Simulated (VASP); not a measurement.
Set up this calculation in VASP 6.6.1, as the native input.

```
Task                   : single point
Functional             : PBEsol
Potentials or basis    : VASP PAW PBE potentials, release 64 (Hg)
Cutoff                 : 520 eV
k mesh                 : 15 × 15 × 8
Occupations            : gaussian, width 0.1 eV
Spin                   : no spin polarisation
Dipole correction      : no
Further INCAR settings : ALGO = Normal; EDIFF = 1e-06; NBANDS = 19
```

The structure of Hg lies in POSCAR:

```
Hg
1.0
    3.3425615652      0.0000000000      0.0000000000
   -1.6712807826      2.8947432292      0.0000000000
    0.0000000000      0.0000000000      5.0843556022
Hg
2
Direct
    0.6666666667      0.3333333333      0.7500000000
    0.3333333333      0.6666666667      0.2500000000
```

These files were run (other wordings do the same):

INCAR

```
SYSTEM = Hg
PREC     = Accurate       ! precision mode
ENCUT    = 520            ! plane-wave cutoff, eV
EDIFF    = 1E-6           ! SCF threshold, eV
ISMEAR   = 0              ! smearing method
SIGMA    = 0.1            ! smearing width, eV
LREAL    = .False.        ! projectors in reciprocal space
LASPH    = .True.         ! aspherical terms in the spheres
NELM     = 80             ! most SCF steps
ALGO     = Normal         ! electronic algorithm
ISIF     = 2              ! what is computed and relaxed
LWAVE    = .False.        ! write WAVECAR
LCHARG   = .False.        ! write CHGCAR
GGA      = PS             ! functional
NBANDS   = 19             ! bands
```

KPOINTS

```
regular mesh
0
Gamma
  15 15 8
  0 0 0
```

Potentials or basis: VASP PAW PBE potentials, release 64 (Hg).

The run is started by

```console
$ cat potpaw_PBE.64/Hg/POTCAR > POTCAR
$ mpirun -np 1 vasp_std > vasp.out
```

Results of the run:

```yaml
Pressure: -0.7 GPa
Band_gap_on_the_k_mesh: zero (band 12 reaches 2.25 eV, above the bottom of band 13 at 1.29 eV)
```

Caveat: the PAW data sets were made with another functional, which shifts forces and pressure a little; spin-orbit coupling is left out, which moves the levels of the heavy elements.

Wall time 41 s on 1 thread of Intel(R) Xeon(R) 6975P-C (Granite Rapids) (shared host), peak memory 0.24 GiB.
